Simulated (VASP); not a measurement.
SrO, 2 atoms in the cell. The structure is cubic, space group Fm-3m (No. 225). The conventional cell has a = 5.397 Å, b = 5.397 Å, c = 5.397 Å, α = 90.00°, β = 90.00°, γ = 90.00°. Sr (site symmetry m-3m) has 6 O at 2.70 Å within 3.6 Å. O (site symmetry m-3m) has 6 Sr at 2.70 Å within 3.6 Å.  This cell differs from its parent crystal: strain +0.050 along x and y, +0.050 along z.

| Item | Value |
| --- | --- |
| Program | VASP 6.6.1 |
| Task | single point |
| Functional | LDA |
| Potentials or basis | VASP PAW LDA potentials, release 64 (Sr_sv, O) |
| Cutoff | 520 eV |
| k mesh | 8 × 8 × 8 |
| Occupations | gaussian, width 0.05 eV |
| Spin | no spin polarisation |
| Dipole correction | no |
| Further INCAR settings | ALGO = Normal; EDIFF = 1e-06; NBANDS = 15 |

Potentials or basis: VASP PAW LDA potentials, release 64 (Sr_sv, O).

Command:

```console
$ cat potpaw_LDA.64/Sr_sv/POTCAR potpaw_LDA.64/O/POTCAR > POTCAR
$ mpirun -np 1 vasp_std > vasp.out
```

Hardware: 1 thread of Intel Xeon 8259CL, with other jobs on the host.

Task: How long does it take, and how much memory?

Result: Wall time 17 s on 1 thread of Intel Xeon 8259CL, with other jobs on the host, peak memory 0.15 GiB. Counts: scf iterations 13, k points 29.
